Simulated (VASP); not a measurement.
# CaO (Fm-3m) in VASP: further runs

Aim: see how the results for CaO move with the level of theory and the settings. Levels: PBE+D3(BJ), BLYP. Tasks: single point.

All numbers are computed with VASP 6.6.1; they aren't measurements. Logs are shortened: lines on timing, memory, paths and dates and some standing lists are left out, and cuts for length are marked.

### Step 1. The cell of the first run

The structure is cubic, space group Fm-3m (No. 225). The conventional cell has a = 4.783 Å, b = 4.783 Å, c = 4.783 Å, α = 90.00°, β = 90.00°, γ = 90.00°. Within 3.2 Å of Ca (site symmetry m-3m) lie 6 O at 2.39 Å. O (site symmetry m-3m) has 6 Ca at 2.39 Å within 3.2 Å.

### Step 2. Single point, PBE+D3(BJ)

Input file INCAR:

```
SYSTEM = CaO
PREC = Accurate
ENCUT = 520
EDIFF = 1E-6
ISMEAR = 0
SIGMA = 0.05
LREAL = .False.
LASPH = .True.
NELM = 100
ALGO = Normal
ISIF = 2
LWAVE = .False.
LCHARG = .False.
GGA = PE
IVDW = 12
NBANDS = 15
```

Input file KPOINTS:

```
regular mesh
0
Gamma
  8 8 8
  0 0 0
```

Input file POSCAR:

```
CaO
1.0
    0.0000000000      2.3916352965      2.3916352965
    2.3916352965      0.0000000000      2.3916352965
    2.3916352965      2.3916352965      0.0000000000
Ca O
1 1
Direct
    0.5000000000      0.5000000000      0.5000000000
    0.0000000000      0.0000000000      0.0000000000
```

Potentials or basis: VASP PAW PBE potentials, release 64 (Ca_sv, O).

On the command line:

```bash
> cat potpaw_PBE.64/Ca_sv/POTCAR potpaw_PBE.64/O/POTCAR > POTCAR
> mpirun -np 1 vasp_std > vasp.out
```

OUTCAR:

```text
SYSTEM = CaO
   PREC = Accurate
   ENCUT = 520
   EDIFF = 1E-6
   ISMEAR = 0
   LREAL = .False.
   LASPH = .True.
   NELM = 100
   ISIF = 2
   GGA = PE
   IVDW = 12
 IVDW          = 12

 ion  position               nearest neighbor table
   1  0.500  0.500  0.500-   2 2.39   2 2.39   2 2.39   2 2.39   2 2.39   2 2.39
   2  0.000  0.000  0.000-   1 2.39   1 2.39   1 2.39   1 2.39   1 2.39   1 2.39

  LATTYP: Found a face centered cubic cell.
 ALAT       =     4.7832705930

  Lattice vectors:

 A1 = (   0.0000000000,   2.3916352965,   2.3916352965)
 A2 = (   2.3916352965,   0.0000000000,   2.3916352965)
 A3 = (   2.3916352965,   2.3916352965,   0.0000000000)

Analysis of symmetry for initial positions (statically):
=====================================================================
 Subroutine PRICEL returns:
 Original cell was already a primitive cell.

 Routine SETGRP: Setting up the symmetry group for a
 face centered cubic supercell.

 Subroutine GETGRP returns: Found 48 space group operations
 (whereof 48 operations were pure point group operations)
 out of a pool of 48 trial point group operations.

The static configuration has the point symmetry O_h .

Analysis of symmetry for dynamics (positions and initial velocities):
=====================================================================
 Subroutine PRICEL returns:
 Original cell was already a primitive cell.

 Routine SETGRP: Setting up the symmetry group for a
 face centered cubic supercell.

 Subroutine GETGRP returns: Found 48 space group operations
 (whereof 48 operations were pure point group operations)
 out of a pool of 48 trial point group operations.

The dynamic configuration has the point symmetry O_h .

 Subroutine INISYM returns: Found 48 space group operations
 (whereof 48 operations are pure point group operations),
 and found     1 'primitive' translations

----------------------------------------------------------------------------------------

                                     Primitive cell

  volume of cell :      27.3599

  direct lattice vectors                    reciprocal lattice vectors
     0.000000000  2.391635297  2.391635297    -0.209061976  0.209061976  0.209061976
     2.391635297  0.000000000  2.391635297     0.209061976 -0.209061976  0.209061976
     2.391635297  2.391635297  0.000000000     0.209061976  0.209061976 -0.209061976

  length of vectors
     3.382283073  3.382283073  3.382283073     0.362105964  0.362105964  0.362105964

  position of ions in fractional coordinates (direct lattice)
     0.500000000  0.500000000  0.500000000
     0.000000000  0.000000000  0.000000000

  ion indices of the primitive-cell ions
   primitive index   ion index
                 1           1
[... 89 lines left out ...]
   EFERMI_NEDOS =   21; number of points for ismear=-14 and -15
   IALGO  =     38    algorithm
   IMIX   =      4    mixing-type and parameters
     AMIX     =   0.40;   BMIX     =  1.00
     AMIX_MAG =   1.60;   BMIX_MAG =  1.00
  volume/ion in A,a.u.               =      13.68        92.32
  Fermi-wavevector in a.u.,A,eV,Ry     =   1.369020  2.587073 25.500263  1.874216
  Thomas-Fermi vector in A             =   2.494933
   LORBIT       =      0    0 simple, 1 ext, 2 COOP (PROOUT), +10 PAW based schemes
   GGA     = PE    functional components
   LHFCALC =     F    Hartree Fock is set to
   AEXX    =    0.0000 exact exchange contribution
   IVDW    =    12    specifies the selected vdW correction
   LEPSILON=     F    determine dielectric tensor
   LRPA    =     F    only Hartree local field effects (RPA)
 non-spin polarized calculation
 Gauss-broadening in eV      SIGMA  =   0.05
  energy-cutoff  :      520.00
  volume of cell :       27.36
 maximum number of plane-waves:       754
 NGX is ok and might be reduce to    28
   NGX = 13   NGY = 13   NGZ = 13

 number of electron      15.9999997 magnetization

 Free energy of the ion-electron system (eV)
  ---------------------------------------------------
  ext. energy  EPLUGINS =         0.00000000
  ---------------------------------------------------
  free energy    TOTEN  =       -12.79301122 eV

  energy without entropy =      -12.79301122  energy(sigma->0) =      -12.79301122

 E-fermi :   2.7440     XC(G=0): -10.5461

 val. band max:        2.4330135209   @ k =   0.0000   0.0000   0.0000
 cond. band min:       6.0636405442   @ k =   0.5000   0.5000   0.0000
 fundamental gap:      3.6306270233
 Fermi energy:         2.7439685567

 k-point     1 :       0.0000    0.0000    0.0000
  band No.  band energies     occupation
      1     -35.1454      2.00000
      2     -15.8985      2.00000
      3     -15.8985      2.00000
      4     -15.8985      2.00000
      5     -13.1275      2.00000
      6       2.4330      2.00000
      7       2.4330      2.00000
      8       2.4330      2.00000
      9       7.2646      0.00000
     10       8.6935      0.00000
     11       8.6935      0.00000
     12       8.6935      0.00000
     13      10.2226      0.00000
     14      10.2226      0.00000
[... 401 lines left out ...]
      2     -16.8394      2.00000
      3     -16.1493      2.00000
      4     -16.0300      2.00000
      5     -12.1661      2.00000
      6       0.3595      2.00000
      7       1.2908      2.00000
      8       1.3562      2.00000
      9       9.2385      0.00000
     10       9.3195      0.00000
     11      11.2739      0.00000
     12      11.4817      0.00000
     13      12.7565      0.00000
     14      14.4932      0.00000
     15      16.4577      0.00000

 [... further k-points ...]

------------------------ aborting loop because EDIFF is reached ----------------------------------------

 Edisp (eV)   -0.55254

 E8    (eV) :    -0.2480

  FORCE on cell =-STRESS in cart. coord.  units (eV):
  Direction    XX          YY          ZZ          XY          YZ          ZX
  --------------------------------------------------------------------------------------
  -------------------------------------------------------------------------------------
  Total       0.10553     0.10553     0.10553    -0.00000    -0.00000     0.00000
  in kB       6.17961     6.17961     6.17961    -0.00000    -0.00000     0.00000
  external pressure =        6.18 kB  Pullay stress =        0.00 kB

 VOLUME and BASIS-vectors are now :
 -----------------------------------------------------------------------------
  energy-cutoff  :      520.00
  volume of cell :       27.36
      direct lattice vectors                 reciprocal lattice vectors
     0.000000000  2.391635297  2.391635297    -0.209061976  0.209061976  0.209061976
     2.391635297  0.000000000  2.391635297     0.209061976 -0.209061976  0.209061976
     2.391635297  2.391635297  0.000000000     0.209061976  0.209061976 -0.209061976

 POSITION                                       TOTAL-FORCE (eV/Angst)
 -----------------------------------------------------------------------------------
      2.39164      2.39164      2.39164         0.000000      0.000000      0.000000
      0.00000      0.00000      0.00000        -0.000000     -0.000000     -0.000000
 -----------------------------------------------------------------------------------
    total drift:                                0.000000      0.000000      0.000000

  FREE ENERGIE OF THE ION-ELECTRON SYSTEM (eV)
  ---------------------------------------------------
  free  energy   TOTEN  =       -13.3455530973 eV

  energy  without entropy=      -13.3455530973  energy(sigma->0) =      -13.34555310
```

stdout:

```text
POSCAR found type information on POSCAR CaO
 POSCAR found :  2 types and       2 ions
 scaLAPACK will be used
 LDA part: xc-table for (Slater+PW92), standard interpolation
 POSCAR, INCAR and KPOINTS ok, starting setup
 FFT: planning ... GRIDC
 FFT: planning ... GRID_SOFT
 FFT: planning ... GRID
 WAVECAR not read
 entering main loop
```

Wall time 6.1 s (1 thread of Intel Xeon 6975P-C (Granite Rapids), shared host); peak memory 0.17 GiB.

Results:

| Item | Value |
| --- | --- |
| Free energy | -13.3456 eV |
| Pressure | 0.6 GPa |
| Band gap on the k mesh | 3.63 eV, indirect (least direct gap 4.00 eV) |
| Dispersion energy per atom | -0.276 eV |

Levels at points of the mesh, in eV from the valence-band top:
```csv
k point,band 5,band 6,band 7,band 8,band 9,band 10,band 11,band 12
"(0.00, 0.00, 0.00)",-15.56,0.00,0.00,0.00,4.83,6.26,6.26,6.26
"(0.50, 0.00, 0.00)",-14.30,-2.67,-1.23,-1.23,7.12,8.43,8.43,8.62
"(0.50, 0.50, 0.00)",-15.32,-1.29,-0.37,-0.37,3.63,8.15,8.98,9.63
```

A k mesh can miss the band edges. PBE gaps usually lie below the measured ones, often by a third to a half.

### Step 3. Single point, PBE+D3(BJ) (volume scaled by 1.02)

Input file INCAR:

```
  PREC = Accurate
  ENCUT = 520
  EDIFF = 1E-7
  ISMEAR = 0
  SIGMA = 0.05
  LREAL = F
  LASPH = T
  NELM = 100
  ALGO = Normal
  ISIF = 2
  LWAVE = F
  LCHARG = F
  GGA = PE
  IVDW = 12
  NBANDS = 15
```

Input file KPOINTS:

```
regular mesh
0
Gamma
  8 8 8
```

Input file POSCAR:

```
CaO
1.0
    0.0000000000      2.4074744024      2.4074744024
    2.4074744024      0.0000000000      2.4074744024
    2.4074744024      2.4074744024      0.0000000000
Ca O
1 1
Direct
    0.5000000000      0.5000000000      0.5000000000
    0.0000000000      0.0000000000      0.0000000000
```

Potentials or basis: VASP PAW PBE potentials, release 64 (Ca_sv, O).

On the command line:

```bash
> cat potpaw_PBE.64/Ca_sv/POTCAR potpaw_PBE.64/O/POTCAR > POTCAR
> mpirun -np 1 vasp_std > vasp.out
```

OUTCAR:

```text
PREC = Accurate
   ENCUT = 520
   EDIFF = 1E-7
   ISMEAR = 0
   LREAL = F
   LASPH = T
   NELM = 100
   ISIF = 2
   GGA = PE
   IVDW = 12
 IVDW          = 12

 ion  position               nearest neighbor table
   1  0.500  0.500  0.500-   2 2.41   2 2.41   2 2.41   2 2.41   2 2.41   2 2.41
   2  0.000  0.000  0.000-   1 2.41   1 2.41   1 2.41   1 2.41   1 2.41   1 2.41

  LATTYP: Found a face centered cubic cell.
 ALAT       =     4.8149488048

  Lattice vectors:

 A1 = (   0.0000000000,   2.4074744024,   2.4074744024)
 A2 = (   2.4074744024,   0.0000000000,   2.4074744024)
 A3 = (   2.4074744024,   2.4074744024,   0.0000000000)

Analysis of symmetry for initial positions (statically):
=====================================================================
 Subroutine PRICEL returns:
 Original cell was already a primitive cell.

 Routine SETGRP: Setting up the symmetry group for a
 face centered cubic supercell.

 Subroutine GETGRP returns: Found 48 space group operations
 (whereof 48 operations were pure point group operations)
 out of a pool of 48 trial point group operations.

[... 176 lines left out ...]
      5     -13.2028      2.00000
      6       2.3193      2.00000
      7       2.3193      2.00000
      8       2.3193      2.00000
      9       6.9894      0.00000
     10       8.5320      0.00000
     11       8.5320      0.00000
     12       8.5320      0.00000
     13      10.0265      0.00000
     14      10.0265      0.00000
[... 401 lines left out ...]
      2     -16.9749      2.00000
      3     -16.3412      2.00000
      4     -16.2298      2.00000
      5     -12.3020      2.00000
      6       0.2770      2.00000
      7       1.1965      2.00000
      8       1.2707      2.00000
      9       9.0472      0.00000
     10       9.1269      0.00000
     11      11.0447      0.00000
     12      11.2176      0.00000
     13      12.4847      0.00000
     14      14.1861      0.00000
     15      16.0819      0.00000

 [... further k-points ...]

------------------------ aborting loop because EDIFF is reached ----------------------------------------

 Edisp (eV)   -0.54139

 E8    (eV) :    -0.2429

  FORCE on cell =-STRESS in cart. coord.  units (eV):
  Direction    XX          YY          ZZ          XY          YZ          ZX
  --------------------------------------------------------------------------------------
  -------------------------------------------------------------------------------------
  Total      -0.26975    -0.26975    -0.26975     0.00000    -0.00000     0.00000
  in kB     -15.48654   -15.48654   -15.48654     0.00000    -0.00000     0.00000
  external pressure =      -15.49 kB  Pullay stress =        0.00 kB

 VOLUME and BASIS-vectors are now :
 -----------------------------------------------------------------------------
  energy-cutoff  :      520.00
  volume of cell :       27.91
      direct lattice vectors                 reciprocal lattice vectors
     0.000000000  2.407474402  2.407474402    -0.207686528  0.207686528  0.207686528
     2.407474402  0.000000000  2.407474402     0.207686528 -0.207686528  0.207686528
     2.407474402  2.407474402  0.000000000     0.207686528  0.207686528 -0.207686528

 POSITION                                       TOTAL-FORCE (eV/Angst)
 -----------------------------------------------------------------------------------
      2.40747      2.40747      2.40747        -0.000000      0.000000      0.000000
      0.00000      0.00000      0.00000         0.000000     -0.000000     -0.000000
 -----------------------------------------------------------------------------------
    total drift:                                0.000000      0.000000      0.000000

  FREE ENERGIE OF THE ION-ELECTRON SYSTEM (eV)
  ---------------------------------------------------
  free  energy   TOTEN  =       -13.3445142318 eV

  energy  without entropy=      -13.3445142318  energy(sigma->0) =      -13.34451423
```

Wall time 7.1 s (1 thread of Intel Xeon 6975P-C (Granite Rapids), shared host); peak memory 0.17 GiB.

Results:

* Free energy: -13.3445 eV
* Pressure: -1.5 GPa
* Band gap on the k mesh: 3.64 eV, indirect (least direct gap 4.01 eV)
* Dispersion energy per atom: -0.271 eV

Caveat: the cell differs from its parent crystal (volume scaled by 1.02).

### Step 4. Single point, PBE+D3(BJ) (volume scaled by 1.04)

Input file INCAR:

```
SYSTEM = CaO
  PREC = Accurate
  ENCUT = 520
  EDIFF = 1E-6
  ISMEAR = 0
  SIGMA = 0.05
  LREAL = .False.
  LASPH = .True.
  NELM = 100
  ALGO = Normal
  ISIF = 2
  LWAVE = .False.
  LCHARG = .True.
  GGA = PE
  IVDW = 12
  LELF = .True.
  LVHAR = .True.
  NBANDS = 15
```

Input file KPOINTS:

```
Automatic mesh
0
Gamma
  8 8 8
  0 0 0
```

Input file POSCAR:

```
CaO
1.0
    0.0000000000      2.4231077912      2.4231077912
    2.4231077912      0.0000000000      2.4231077912
    2.4231077912      2.4231077912      0.0000000000
Ca O
1 1
Direct
    0.5000000000      0.5000000000      0.5000000000
    0.0000000000      0.0000000000      0.0000000000
```

On the command line:

```bash
> cat potpaw_PBE.64/Ca_sv/POTCAR potpaw_PBE.64/O/POTCAR > POTCAR
> mpirun -np 1 vasp_std > vasp.out
```

Wall time 13 s (1 thread of Intel Xeon Platinum 8259CL at 2.50GHz (Skylake/Cascade Lake), shared host); peak memory 0.17 GiB.

Results (log left out):

| Item | Value |
| --- | --- |
| Free energy | -13.3364 eV |
| Pressure | -3.5 GPa |
| Band gap on the k mesh | 3.64 eV, indirect (least direct gap 4.02 eV) |
| Dispersion energy per atom | -0.265 eV |

Levels at points of the mesh, in eV from the valence-band top:
```
           k point  band 6  band 7  band 8  band 9  band 10  band 11
(0.00, 0.00, 0.00)    0.00    0.00    0.00    4.51     6.16     6.16
(0.50, 0.00, 0.00)   -2.58   -1.15   -1.15    6.93     8.22     8.22
(0.50, 0.50, 0.00)   -1.31   -0.38   -0.38    3.64     7.86     8.75
```

Caveat: the cell differs from its parent crystal (volume scaled by 1.04).

### Step 5. Single point, BLYP

This run uses another cell than the first one, of 14.69 Å³/atom, 1.074 times its volume.

Input file INCAR:

```
SYSTEM = CaO
  PREC = Accurate
  ENCUT = 520
  EDIFF = 1E-6
  ISMEAR = 0
  SIGMA = 0.05
  LREAL = .FALSE.
  LASPH = .TRUE.
  NELM = 60
  ALGO = Normal
  ISIF = 2
  LWAVE = .FALSE.
  LCHARG = .FALSE.
  GGA = B5
  ALDAX = 1.0
  AGGAX = 1.0
  AGGAC = 1.0
  ALDAC = 0.0
  NBANDS = 15
```

Input file KPOINTS:

```
regular mesh
0
G
  8 8 8
  0 0 0
```

Input file POSCAR:

```
CaO
1.0
    0.0000000000      2.4489986189      2.4489986189
    2.4489986189      0.0000000000      2.4489986189
    2.4489986189      2.4489986189      0.0000000000
Ca O
1 1
Direct
    0.5000000000      0.5000000000      0.5000000000
    0.0000000000      0.0000000000      0.0000000000
```

On the command line:

```bash
> cat potpaw_PBE.64/Ca_sv/POTCAR potpaw_PBE.64/O/POTCAR > POTCAR
> mpirun -np 1 vasp_std > vasp.out
```

Run time: 19 s. Hardware: 1 thread of Intel Xeon Platinum 8259CL at 2.50GHz (Skylake/Cascade Lake), shared host; peak memory 0.16 GiB.

The run converged. Its results:

```
Free energy            : -12.3032 eV
Pressure               : -1.2 GPa
Band gap on the k mesh : 3.73 eV, indirect (least direct gap 4.11 eV)
```

Levels at points of the mesh, in eV from the valence-band top:
| k point | band 5 | band 6 | band 7 | band 8 | band 9 | band 10 | band 11 | band 12 |
| --- | --- | --- | --- | --- | --- | --- | --- | --- |
| (0.00, 0.00, 0.00) | -15.32 | 0.00 | 0.00 | 0.00 | 4.54 | 6.02 | 6.02 | 6.02 |
| (0.50, 0.00, 0.00) | -14.36 | -2.44 | -1.09 | -1.09 | 6.79 | 7.93 | 7.93 | 8.39 |
| (0.50, 0.50, 0.00) | -15.09 | -1.27 | -0.37 | -0.37 | 3.73 | 7.57 | 8.44 | 8.99 |

Caveat: the PAW data sets were made with another functional, which shifts forces and pressure a little. A hybrid or GW would open this gap; BLYP tends to underestimate it.

### Step 6. The runs side by side

```tsv
level	cell	gap on the mesh (eV)	pressure (GPa)
PBE+D3(BJ)	a = 3.382 Å, angles 60.0°, 2 atoms	3.63	0.6
PBE+D3(BJ)	a = 3.405 Å, angles 60.0°, 2 atoms	3.64	-1.5
PBE+D3(BJ)	a = 3.427 Å, angles 60.0°, 2 atoms	3.64	-3.5
BLYP	a = 3.463 Å, angles 60.0°, 2 atoms	3.73	-1.2
```

Alike in all rows: task single point; potentials or basis VASP PAW PBE potentials, release 64 (Ca_sv, O); no spin polarisation; k mesh 8 × 8 × 8; cutoff (eV) 520; smearing gaussian 0.05 eV.

Caveats: the PAW data sets were made with another functional, which shifts forces and pressure a little (some runs).

Total energies depend on the potentials used, so only differences within one code and one set of settings carry meaning.
